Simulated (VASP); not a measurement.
**Y: single point with LDA**

The system is Y.

```
CELL_PARAMETERS angstrom
3.13891 0.00000 0.00000
0.00000 3.13891 0.00000
0.00000 0.00000 3.13891
ATOMIC_POSITIONS crystal
Y 0.00000 0.00000 0.00000
```

* Program: VASP 6.6.1
* Task: single point
* Functional: LDA
* Potentials or basis: VASP PAW LDA potentials, release 64 (Y_sv)
* Cutoff: 520 eV
* k mesh: 6 × 6 × 6
* Occupations: methfessel-paxton, width 0.1 eV
* Spin: no spin polarisation

```yaml
Pressure: -0.2 GPa
```

Levels at points of the mesh, in eV from the Fermi level:
```csv
k point,band 3,band 4,band 5,band 6,band 7,band 8,band 9,band 10
"(0.00, 0.00, 0.00)",-22.15,-22.15,-4.53,-0.75,-0.75,5.88,5.88,5.88
"(0.50, 0.00, 0.00)",-22.06,-22.06,-1.69,0.04,0.38,3.01,3.01,6.19
"(0.50, 0.50, 0.00)",-23.01,-21.97,-2.11,0.24,3.64,3.64,4.25,4.25
"(0.50, 0.50, 0.50)",-22.88,-22.88,-0.73,-0.73,-0.73,5.87,7.90,7.90
```

It used 8.6 s of CPU time on 1 thread of AMD EPYC 7R13 Processor (Zen 3), with other jobs on the host.
